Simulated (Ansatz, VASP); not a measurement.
**NbP: VASP beside Ansatz**

```xyz
4
Lattice="-1.6749 1.6749 5.7401 1.6749 -1.6749 5.7401 1.6749 1.6749 -5.7401" Properties=species:S:1:pos:R:3 pbc="T T T"
Nb    1.6749    0.0000    2.8687
Nb    0.0000    0.0000    5.7387
P     0.0000    1.6749    3.8200
P     0.0000    0.0000    0.9500
```

Alike in both runs: task relaxation of cell and atoms; functional PBEsol; k mesh 11 × 11 × 11; occupations fermi-dirac, width 0.05 eV; no spin polarisation; Hubbard terms Nb d U = 4.0 eV.

|  | VASP | Ansatz |
| --- | --- | --- |
| version | VASP 6.6.1 | Ansatz 0.2.0 |
| potentials or method | VASP PAW PBE potentials, release 64 (Nb_sv, P) | Ansatz PAW |
| plane-wave cutoff (eV) | 600 | 420 |
| valence electrons in the cell | 36 | 36 |

VASP gave:

* gap on the k mesh at the Fermi level, each at its own relaxed structure (eV): none
* relaxed volume (Å³/atom): 16.05
* relaxed length of the cell vector where the two differ most in proportion (Å): 6.188

**Question.** What did Ansatz give for the same quantities?

**Answer.** gap on the k mesh at the Fermi level, each at its own relaxed structure (eV): none; relaxed volume (Å³/atom): 15.70; relaxed length of the cell vector where the two differ most in proportion (Å): 6.145.

VASP's potentials were made for PBE, not for PBEsol. The programs project onto different local orbitals, so the same U acts differently, and such runs can settle in different states. A gap of «none» marks a metal or a gap that the smearing closes.

Noted on Ansatz's run: the plane-wave basis is chosen anew once the cell has moved, so the energies of steps on either side of that aren't comparable.
